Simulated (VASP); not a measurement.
Here is a VASP 6.6.1 calculation.

File INCAR:

```
  PREC = Accurate
  ENCUT = 450
  EDIFF = 1E-7
  ISMEAR = 0
  SIGMA = 0.05
  LREAL = F
  LASPH = T
  NELM = 120
  ALGO = Normal
  ISIF = 2
  LWAVE = F
  LCHARG = F
  LDIPOL = T
  IDIPOL = 3
  DIPOL = 0.5 0.5 0.500
  GGA = PS
  IBRION = 2
  NSW = 80
  EDIFFG = -0.02
  GGA_COMPAT = F
  NELMIN = 4
  NELMDL = -8
  KPAR = 4
```

The input KPOINTS:

```
Automatic mesh
0
Gamma
  9 9 1
```

Contents of POSCAR:

```
SnTe
1.0
    4.4463218307      0.0000000000      0.0000000000
   -2.2231609154      3.8506276588      0.0000000000
    0.0000000000      0.0000000000     27.7064230038
Te Sn
4 4
Direct
    0.3333333333      0.6666666667      0.2706953546
    0.0000000000      0.0000000000      0.4017265805
    0.6666666667      0.3333333333      0.5327578065
    0.3333333333      0.6666666667      0.6637890324
    0.6666666667      0.3333333333      0.3362109676
    0.3333333333      0.6666666667      0.4672421935
    0.0000000000      0.0000000000      0.5982734195
    0.6666666667      0.3333333333      0.7293046454
```

Potentials or basis: VASP PAW PBE potentials, release 64 (Te, Sn_d).

Launch:

```sh
$ cat potpaw_PBE.64/Te/POTCAR potpaw_PBE.64/Sn_d/POTCAR > POTCAR
$ mpirun -np 4 vasp_std > vasp.out
```

Question: Estimate the energy gained by relaxing.

Answer: 77.6 meV/atom.

Question: Predict the band gap on the k mesh.

Answer: Zero (bands 40 and 41 overlap by 0.10 eV).

Forces on the atoms (eV/Å):
```
Te   0.000  0.000  0.011
Te   0.000  0.000  0.008
Te   0.000  0.000 -0.012
Te   0.000  0.000 -0.002
Sn   0.000  0.000 -0.003
Sn   0.000  0.000 -0.002
Sn   0.000  0.000 -0.008
Sn   0.000  0.000  0.008
```

Caveat: the PAW data sets were made with another functional, which shifts forces and pressure a little; spin-orbit coupling is left out, which moves the levels of the heavy elements.
